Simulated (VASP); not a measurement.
# Ge (R-3m) in VASP: further runs, part 2 of 2

VASP 6.6.1. The steps go on from the part before.

**3. Electric field gradients, r2SCAN (shortest bond scaled by 0.7)**

The input, POSCAR:

```
Ge
1.0
    0.0000000000      2.8289100000      2.8289100000
    2.8289100000      0.0000000000      2.8289100000
    2.8289100000      2.8289100000      0.0000000000
Ge
2
Direct
   -0.1125000000      0.0375000000      0.0375000000
    0.3625000000      0.2125000000      0.2125000000
```

The input, INCAR.step1:

```
SYSTEM = Ge
PREC = Accurate
ENCUT = 520
ISMEAR = -1
SIGMA = 0.05
LREAL = .FALSE.
LASPH = .TRUE.
NELM = 100
NBANDS = 21
GGA = PE
ALGO = Normal
EDIFF = 1E-4
LWAVE = .TRUE.
LCHARG = .FALSE.
```

The input, INCAR.step2:

```
SYSTEM = Ge
PREC = Accurate
ENCUT = 520
EDIFF = 1E-8
ISMEAR = -1
SIGMA = 0.05
LREAL = .FALSE.
LASPH = .TRUE.
NELM = 100
ALGO = Normal
ISIF = 2
LWAVE = .FALSE.
LCHARG = .FALSE.
METAGGA = R2SCAN
LMIXTAU = .TRUE.
LEFG = .TRUE.
NBANDS = 21
ISTART = 1
```

The input, KPOINTS:

```
regular mesh
0
G
  9 9 9
  0 0 0
```

Potentials or basis: VASP PAW PBE potentials, release 64 (Ge_d).

Started as:

```console
> cat potpaw_PBE.64/Ge_d/POTCAR > POTCAR
> cp INCAR.step1 INCAR
> mpirun -np 1 vasp_std > vasp.out
> cp INCAR.step2 INCAR
> mpirun -np 1 vasp_std > vasp.out
```

OUTCAR:

```text
SYSTEM = Ge
   PREC = Accurate
   ENCUT = 520
   EDIFF = 1E-8
   ISMEAR = -1
   LREAL = .FALSE.
   LASPH = .TRUE.
   NELM = 100
   ISIF = 2
   METAGGA = R2SCAN
   ISTART = 1

 ion  position               nearest neighbor table
   1  0.888  0.038  0.038-   2 1.71   2 2.78   2 2.78   2 2.78
   2  0.362  0.212  0.212-   1 1.71   1 2.78   1 2.78   1 2.78

  LATTYP: Found a face centered cubic cell.
 ALAT       =     5.6578200000

  Lattice vectors:

 A1 = (   0.0000000000,   2.8289100000,   2.8289100000)
 A2 = (   2.8289100000,   0.0000000000,   2.8289100000)
[... 791 lines left out ...]
  free  energy   TOTEN  =       -20.9296675366 eV

  energy  without entropy=      -20.9253286973  energy(sigma->0) =      -20.92749812

 Electric field gradients (V/A^2)
---------------------------------------------------------------------
 ion       V_xx      V_yy      V_zz      V_xy      V_xz      V_yz
---------------------------------------------------------------------
   1       0.000    -0.000    -0.000    89.453    89.453   -89.445
   2       0.000    -0.000    -0.000    89.453    89.453   -89.445
---------------------------------------------------------------------

 Electric field gradients after diagonalization (V/A^2)
 (convention: |V_zz| > |V_xx| > |V_yy|)
----------------------------------------------------------------------
 ion       V_xx      V_yy      V_zz     asymmetry (V_yy - V_xx)/ V_zz
----------------------------------------------------------------------
   1      89.456    89.444  -178.900       0.000
   2      89.456    89.444  -178.900       0.000
----------------------------------------------------------------------

           NMR quadrupolar parameters

 Cq : quadrupolar parameter    Cq=e*Q*V_zz/h
 eta: asymmetry parameters     (V_yy - V_xx)/ V_zz
 Q  : nuclear electric quadrupole moment in mb (millibarn)
----------------------------------------------------------------------
 ion       Cq(MHz)       eta       Q (mb)
----------------------------------------------------------------------
   1      -0.433       0.000       1.000
   2      -0.433       0.000       1.000
----------------------------------------------------------------------
```

OUTCAR.step1:

```text
SYSTEM = Ge
   PREC = Accurate
   ENCUT = 520
   ISMEAR = -1
   LREAL = .FALSE.
   LASPH = .TRUE.
[... 799 lines left out ...]
      0.21217      2.61674      2.61674       -16.403016     16.403016     16.403016
      1.20229      1.62662      1.62662        16.403016    -16.403016    -16.403016
 -----------------------------------------------------------------------------------
    total drift:                               -0.000000     -0.000000     -0.000000

  FREE ENERGIE OF THE ION-ELECTRON SYSTEM (eV)
  ---------------------------------------------------
  free  energy   TOTEN  =        -2.2798574158 eV

  energy  without entropy=       -2.2744223026  energy(sigma->0) =       -2.27713986
```

OSZICAR.step1:

```text
N       E                     dE             d eps       ncg     rms          rms(c)
DAV:   1     0.194808958927E+03    0.19481E+03   -0.13544E+04  3983   0.356E+03
DAV:   2     0.246930444388E+02   -0.17012E+03   -0.16524E+03  3585   0.609E+02
DAV:   3    -0.162616711062E+01   -0.26319E+02   -0.26176E+02  4080   0.146E+02
DAV:   4    -0.258742851443E+01   -0.96126E+00   -0.96063E+00  3935   0.321E+01
DAV:   5    -0.260540766900E+01   -0.17979E-01   -0.17979E-01  4085   0.476E+00    0.495E+00
DAV:   6    -0.237013217809E+01    0.23528E+00   -0.18884E-01  4841   0.351E+00    0.272E+00
DAV:   7    -0.228060182225E+01    0.89530E-01   -0.21170E-01  4388   0.319E+00    0.360E-01
DAV:   8    -0.227975112743E+01    0.85069E-03   -0.34347E-02  3890   0.127E+00    0.222E-01
DAV:   9    -0.227985676747E+01   -0.10564E-03   -0.25918E-03  4214   0.438E-01    0.872E-02
DAV:  10    -0.227985741576E+01   -0.64828E-06   -0.25812E-04  3907   0.148E-01
   1 F= -.22798574E+01 E0= -.22771399E+01  d E =-.543511E-02
```

It took 9.7 min on 1 thread of Intel Xeon 8259CL, shared host; peak memory 0.21 GiB.

Results:

| Property | Result |
| --- | --- |
| Free energy | -20.9297 eV |
| Pressure | 47.3 GPa |
| Largest force | 28.542 eV/Å |
| Band gap on the k mesh | zero (band 14 reaches 4.94 eV, above the bottom of band 15 at 3.54 eV) |

Forces in eV/Å, atoms in the order of the input:
```
Ge  -16.479  16.479  16.479
Ge   16.479 -16.479 -16.479
```

Electric field gradients, principal values (V/Å²):
| atom | least | middle | greatest (by size) |
| --- | --- | --- | --- |
| 1 Ge | 89.444 | 89.456 | -178.900 |
| 2 Ge | 89.444 | 89.456 | -178.900 |

Caveat: the cell differs from its parent crystal (shortest bond scaled by 0.7); without QUAD_EFG the Cq values of the log hold for a quadrupole moment of 1 mb, not for the nuclei; the PAW data sets were made with another functional, which shifts forces and pressure a little.
